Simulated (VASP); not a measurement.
# ZrB2 (P6/mmm) in VASP: further runs, part 3 of 3

VASP 6.6.1. Earlier steps stand in the parts before.

## (5) Electric field gradients, PBE (equal xx and yy strain of -2 %)

INCAR reads:

```
  ALGO = Normal
  EDIFF = 1E-8
  ENCUT = 420
  GGA = PE
  GGA_COMPAT = F
  ISIF = 2
  ISMEAR = -1
  LASPH = T
  LCHARG = F
  LEFG = T
  LREAL = F
  LWAVE = F
  NBANDS = 16
  NELM = 120
  PREC = Accurate
  SIGMA = 0.05
```

KPOINTS reads:

```
k-points
0
Gamma
  12 12 9
```

POSCAR reads:

```
ZrB2
1.0
    3.1016998290      0.0000000000      0.0000000000
   -1.5508499145      2.6861508469      0.0000000000
    0.0000000000      0.0000000000      3.5200000000
Zr B
1 2
Direct
    0.0000000000      0.0000000000      0.0000000000
    0.3333333333      0.6666666667      0.5000000000
    0.6666666667      0.3333333333      0.5000000000
```

Potentials or basis: VASP PAW PBE potentials, release 64 (Zr_sv, B).

Launch:

```console
cat potpaw_PBE.64/Zr_sv/POTCAR potpaw_PBE.64/B/POTCAR > POTCAR
mpirun -np 1 vasp_std > vasp.out
```

OUTCAR:

```text
EDIFF = 1E-8
   ENCUT = 420
   GGA = PE
   ISIF = 2
   ISMEAR = -1
   LASPH = T
   LREAL = F
   NELM = 120
   PREC = Accurate

 ion  position               nearest neighbor table
   1  0.000  0.000  0.000-   2 2.51   3 2.51   2 2.51   3 2.51   3 2.51   3 2.51   2 2.51   2 2.51
                             3 2.51   3 2.51   2 2.51   2 2.51
   2  0.333  0.667  0.500-   3 1.79   3 1.79   3 1.79   1 2.51   1 2.51   1 2.51   1 2.51   1 2.51
                             1 2.51
   3  0.667  0.333  0.500-   2 1.79   2 1.79   2 1.79   1 2.51   1 2.51   1 2.51   1 2.51   1 2.51
                             1 2.51

  LATTYP: Found a hexagonal cell.
[... 684 lines left out ...]
---------------------------------------------------------------------
 ion       V_xx      V_yy      V_zz      V_xy      V_xz      V_yz
---------------------------------------------------------------------
   1     -21.639   -21.639    43.279    -0.000    -0.000     0.000
   2      -1.385    -1.385     2.770    -0.000     0.000    -0.000
   3      -1.385    -1.385     2.770    -0.000     0.000     0.000
---------------------------------------------------------------------

 Electric field gradients after diagonalization (V/A^2)
 (convention: |V_zz| > |V_xx| > |V_yy|)
----------------------------------------------------------------------
 ion       V_xx      V_yy      V_zz     asymmetry (V_yy - V_xx)/ V_zz
----------------------------------------------------------------------
   1     -21.640   -21.639    43.279       0.000
   2      -1.385    -1.385     2.770       0.000
   3      -1.385    -1.385     2.770       0.000
----------------------------------------------------------------------

           NMR quadrupolar parameters

 Cq : quadrupolar parameter    Cq=e*Q*V_zz/h
 eta: asymmetry parameters     (V_yy - V_xx)/ V_zz
 Q  : nuclear electric quadrupole moment in mb (millibarn)
----------------------------------------------------------------------
 ion       Cq(MHz)       eta       Q (mb)
----------------------------------------------------------------------
   1       0.105       0.000       1.000
   2       0.007       0.000       1.000
   3       0.007       0.000       1.000
----------------------------------------------------------------------
```

OSZICAR:

```text
N       E                     dE             d eps       ncg     rms          rms(c)
DAV:   1     0.858096573531E+02    0.85810E+02   -0.85618E+03  3048   0.959E+02
DAV:   2    -0.245200511443E+02   -0.11033E+03   -0.10630E+03  4008   0.266E+02
DAV:   3    -0.276960312176E+02   -0.31760E+01   -0.31661E+01  4480   0.392E+01
DAV:   4    -0.277420150212E+02   -0.45984E-01   -0.45977E-01  3824   0.442E+00
DAV:   5    -0.277432029890E+02   -0.11880E-02   -0.11879E-02  4448   0.462E-01    0.235E+01
DAV:   6    -0.249591136060E+02    0.27841E+01   -0.60575E+00  3936   0.168E+01    0.961E+00
DAV:   7    -0.249108220502E+02    0.48292E-01   -0.65476E-01  4216   0.510E+00    0.353E+00
DAV:   8    -0.249153048452E+02   -0.44828E-02   -0.11057E-01  3656   0.266E+00    0.421E-01
DAV:   9    -0.249106350598E+02    0.46698E-02   -0.21525E-02  3768   0.110E+00    0.214E-01
DAV:  10    -0.249103069702E+02    0.32809E-03   -0.18687E-03  3600   0.398E-01    0.445E-02
DAV:  11    -0.249103094383E+02   -0.24682E-05   -0.63593E-05  3808   0.754E-02    0.117E-02
DAV:  12    -0.249103070953E+02    0.23430E-05   -0.39517E-06  3872   0.174E-02    0.685E-03
DAV:  13    -0.249103071775E+02   -0.82174E-07   -0.46035E-07  4432   0.639E-03    0.156E-03
DAV:  14    -0.249103071733E+02    0.42253E-08   -0.17328E-08  3056   0.116E-03
   1 F= -.24910307E+02 E0= -.24909346E+02  d E =-.192334E-02
```

stdout:

```text
POSCAR found type information on POSCAR ZrB
 POSCAR found :  2 types and       3 ions
 scaLAPACK will be used
 LDA part: xc-table for (Slater+PW92), standard interpolation
 POSCAR, INCAR and KPOINTS ok, starting setup
 FFT: planning ... GRIDC
 FFT: planning ... GRID_SOFT
 FFT: planning ... GRID
 WAVECAR not read
 entering main loop
ion   1

ion   2

ion   3
```

Wall time 23 s (1 thread of Intel Xeon 6975P-C (Granite Rapids), shared host); peak memory 0.15 GiB.

Results:

```yaml
Free_energy: -24.9103 eV
Pressure: 13.8 GPa
Band_gap_on_the_k_mesh: zero (band 9 reaches 11.78 eV, above the bottom of band 10 at 10.42 eV)
```

Levels at points of the mesh, in eV from the Fermi level:
| k point | band 6 | band 7 | band 8 | band 9 | band 10 | band 11 | band 12 | band 13 |
| --- | --- | --- | --- | --- | --- | --- | --- | --- |
| (0.00, 0.00, 0.00) | -2.81 | -2.67 | -2.67 | -2.53 | 3.56 | 3.56 | 4.20 | 4.20 |
| (0.50, 0.00, 0.00) | -8.60 | -4.25 | -3.15 | -2.88 | 2.20 | 2.35 | 5.26 | 5.30 |

Electric field gradients, principal values (V/Å²):
```
atom    least   middle  greatest (by size)
1 Zr  -21.639  -21.640              43.279
 2 B   -1.385   -1.385               2.770
 3 B   -1.385   -1.385               2.770
```

Caveat: the cell differs from its parent crystal (equal xx and yy strain of -2 %); without QUAD_EFG the Cq values of the log hold for a quadrupole moment of 1 mb, not for the nuclei.

## (6) The runs side by side

| cell | cutoff (eV) | gap on the mesh (eV) | pressure (GPa) |
| --- | --- | --- | --- |
| a = 3.154, b = 3.154, c = 3.508 Å, angles 90.0, 90.0, 120.0°, 3 atoms | 520 | none | 5.1 |
| a = 3.186, b = 3.186, c = 3.543 Å, angles 90.0, 90.0, 120.0°, 3 atoms | 520 | none | -2.2 |
| a = 3.102, b = 3.102, c = 3.520 Å, angles 90.0, 90.0, 120.0°, 3 atoms | 420 | none | 13.8 |

Alike in all rows: task electric field gradients; level PBE; potentials or basis VASP PAW PBE potentials, release 64 (Zr_sv, B); no spin polarisation; k mesh 12 × 12 × 9; smearing fermi-dirac 0.05 eV.

Total energies depend on the potentials used, so only differences within one code and one set of settings carry meaning.
